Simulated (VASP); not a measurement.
Wanted: the native input for a VASP 6.6.1 run.

```yaml
Task: relaxation of cell and atoms
Functional: PBE
Potentials_or_basis: VASP PAW PBE potentials, release 64 (Mg, As, Ir)
Cutoff: 600 eV
k_mesh: 8 × 8 × 8
Occupations: gaussian, width 0.1 eV
Spin: no spin polarisation
Dipole_correction: no
Further_INCAR_settings: ALGO = Normal; EDIFF = 1e-06; IBRION = 2; EDIFFG = -0.01; NSW = 100; ISIF = 3
```

The structure of MgAsIr3 lies in POSCAR:

```
MgAsIr3
1.0
    4.5618100423      0.0000000000      0.0000000000
    0.0000000000      4.5618100423      0.0000000000
    0.0000000000      0.0000000000      4.5618100423
Mg As Ir
1 1 3
Direct
    0.0000000000      0.0000000000      0.0000000000
    0.5000000000      0.5000000000      0.5000000000
    0.5000000000      0.5000000000      0.0000000000
    0.0000000000      0.5000000000      0.5000000000
    0.5000000000      0.0000000000      0.5000000000
```

One way to write it, as run:

INCAR

```
  PREC = Accurate
  ENCUT = 600
  EDIFF = 1E-6
  ISMEAR = 0
  SIGMA = 0.1
  LREAL = False
  LASPH = True
  NELM = 100
  ALGO = Normal
  ISIF = 3
  LWAVE = False
  LCHARG = False
  GGA = PE
  IBRION = 2
  NSW = 100
  EDIFFG = -0.01
```

KPOINTS

```
Automatic mesh
0
Gamma
  8 8 8
```

Potentials or basis: VASP PAW PBE potentials, release 64 (Mg, As, Ir).

The run is started by

```console
$ cat potpaw_PBE.64/Mg/POTCAR potpaw_PBE.64/As/POTCAR potpaw_PBE.64/Ir/POTCAR > POTCAR
$ mpirun -np 1 vasp_std > vasp.out
```

It gave:

```yaml
Relaxed_volume: 19.09 Å³/atom
Relaxed_cell: a = 4.570 Å, b = 4.570 Å, c = 4.570 Å, α = 90.00°, β = 90.00°, γ = 90.00°
Space_group_after_relaxing_to_0.05_Å: Pm-3m (No. 221)
Energy_gained_by_relaxing: 0.2 meV/atom
Ionic_steps: 3
Pressure_after_relaxing: 0.0 GPa
Band_gap_on_the_k_mesh: zero (band 17 reaches 5.57 eV, above the bottom of band 18 at 5.26 eV)
```

Caveat: spin-orbit coupling is left out, which moves the levels of the heavy elements.

It took 110 s on 1 thread of Intel(R) Xeon(R) Platinum 8375C CPU @ 2.90GHz (Ice Lake), with other jobs on the host, peak memory 0.29 GiB.
